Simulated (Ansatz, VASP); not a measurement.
# Te2Mo in VASP and in Ansatz

INCAR

```
SYSTEM = Te2Mo
PREC = Accurate
ENCUT = 520
EDIFF = 1E-7
ISMEAR = -1
SIGMA = 0.05
LREAL = .False.
LASPH = .True.
NELM = 60
ALGO = Normal
ISIF = 2
LWAVE = .False.
LCHARG = .False.
GGA = RE
IVDW = 13
NBANDS = 35
```

File KPOINTS:

```
regular mesh
0
Gamma
  4 8 1
  0 0 0
```

The input POSCAR:

```
Te2Mo
1.0
    6.4863781235      0.0000000000      0.0000000000
    0.0000000000      3.5486635872      0.0000000000
   -0.0874228505      0.0000000000     36.8854017842
Te Mo
4 2
Direct
    0.4292511000      0.7500000000      0.5407035800
    0.5707489000      0.2500000000      0.4592964200
    0.9208478700      0.2500000000      0.5565273200
    0.0791521300      0.7500000000      0.4434726800
    0.1813475600      0.2500000000      0.4974653700
    0.8186524400      0.7500000000      0.5025346300
```

File input.yaml:

```yaml
crystal:
  lattice:
    - [6.4863781235, 0.0, 0.0]
    - [0.0, 3.5486635872, 0.0]
    - [-0.0874228505, 0.0, 36.8854017842]
  atoms:
    - { symbol: Te, position: [0.4292511, 0.75, 0.54070358] }
    - { symbol: Te, position: [0.5707489, 0.25, 0.45929642] }
    - { symbol: Te, position: [0.92084787, 0.25, 0.55652732] }
    - { symbol: Te, position: [0.07915213, 0.75, 0.44347268] }
    - { symbol: Mo, position: [0.18134756, 0.25, 0.49746537] }
    - { symbol: Mo, position: [0.81865244, 0.75, 0.50253463] }
hamiltonian:
  xc: revpbe
  pseudopotentials: { kind: paw }
  dispersion: d4
kpoints:
  mp_grid: { grid: [4, 8, 1] }
scf:
  occupations: { method: fermi_dirac, width: 0.05 }
output:
  forces: true
  stress: true
  eigenvalues: true
```

Alike in both runs: task single point; functional revPBE; dispersion D4; k mesh 4 × 8 × 1; occupations fermi-dirac, width 0.05 eV; no spin polarisation.

|  | VASP | Ansatz |
| --- | --- | --- |
| version | VASP 6.6.1 | Ansatz 0.2.0 |
| potentials or method | VASP PAW PBE potentials, release 64 (Te, Mo_sv) | Ansatz PAW |
| plane-wave cutoff (eV) | 520 | 420 |
| valence electrons in the cell | 52 | 92 |

```tsv
	VASP	Ansatz	Ansatz less VASP
gap on the k mesh at the Fermi level (eV)	none	none	-
rms of the force components (eV/Å)	0.317	0.318	+0.0012
```

VASP's potentials were made for PBE, not for revPBE. Atom by atom the forces differ by 0.003 eV/Å (rms over components). A gap of «none» marks a metal or a gap that the smearing closes. VASP's potentials hold 52 valence electrons a cell and Ansatz's 92, so a difference there can come from the potentials and not from the codes.

Neither program's run includes spin-orbit coupling.
